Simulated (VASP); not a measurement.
Set up this calculation in VASP 6.6.1, as the native input.

| Quantity | Value |
| --- | --- |
| Task | single point |
| Functional | PBE |
| Potentials or basis | VASP PAW PBE potentials, release 64 (Sc_sv) |
| Cutoff | 520 eV |
| k mesh | 15 × 15 × 10 |
| Occupations | gaussian, width 0.15 eV |
| Spin | no spin polarisation |
| Dipole correction | no |
| Further INCAR settings | ALGO = Fast; EDIFF = 1e-07; NBANDS = 18 |

The structure of Sc lies in POSCAR:

```
Sc
1.0
    3.4302000000      0.0000000000      0.0000000000
   -1.7151000000      2.9706403401      0.0000000000
    0.0000000000      0.0000000000      4.7496000000
Sc
2
Direct
    0.3333333333      0.6666666667      0.2500000000
    0.6666666667      0.3333333333      0.7500000000
```

The input as run:

INCAR

```
PREC = Accurate ; ENCUT = 520
EDIFF = 1E-7 ; ISMEAR = 0
SIGMA = 0.15 ; LREAL = False
LASPH = True ; NELM = 100
ALGO = Fast ; ISIF = 2
LWAVE = False ; LCHARG = True
GGA = PE ; LELF = True
LVHAR = True ; NBANDS = 18
```

KPOINTS

```
Automatic mesh
0
Gamma
  15 15 10
```

Potentials or basis: VASP PAW PBE potentials, release 64 (Sc_sv).

Command:

```console
$ cat potpaw_PBE.64/Sc_sv/POTCAR > POTCAR
$ mpirun -np 1 vasp_std > vasp.out
```

Results of the run:

```yaml
Pressure: 1.1 GPa
Band_gap_on_the_k_mesh: zero (band 11 reaches 5.23 eV, above the bottom of band 12 at 3.19 eV)
```

Wall time 5.6 min on 1 thread of Intel Xeon 8259CL, with other jobs on the host, peak memory 0.25 GiB.
